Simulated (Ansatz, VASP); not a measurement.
MoS2: VASP beside Ansatz

```xyz
6
Lattice="3.1922 0.0000 0.0000 -1.5961 2.7646 0.0000 0.0000 0.0000 13.3783" Properties=species:S:1:pos:R:3 pbc="T T T"
Mo    1.5961    0.9215    3.3446
Mo    0.0000    1.8430   10.0337
S     1.5961    0.9215    8.4696
S     0.0000    1.8430    4.9087
S     1.5961    0.9215   11.5979
S     0.0000    1.8430    1.7804
```

Alike in both runs: task single point; functional r2SCAN; dispersion rVV10; k mesh 6 × 6 × 2; occupations gaussian, width 0.1 eV; no spin polarisation.

```csv
,VASP,Ansatz
version,VASP 6.6.1,Ansatz 0.2.0
potentials or method,"VASP PAW PBE potentials, release 64 (Mo_sv, S), cutoff 520 eV","scalar-relativistic, plane waves, PAW"
valence electrons in the cell,52,52
```

```csv
,VASP,Ansatz,Ansatz less VASP
gap on the k mesh at the Fermi level (eV),1.29,1.28,-0.017
least direct gap on the mesh (eV),1.74,1.73,-0.008
pressure (GPa),-2.7,-2.8,-0.14
"traceless stress, the component that is largest in VASP (GPa)",-0.68,-0.61,+0.071
rms of the force components (eV/Å),0.088,0.095,+0.0068
```

VASP's potentials were made for PBE, not for r2SCAN. Atom by atom the forces differ by 0.007 eV/Å (rms over components).
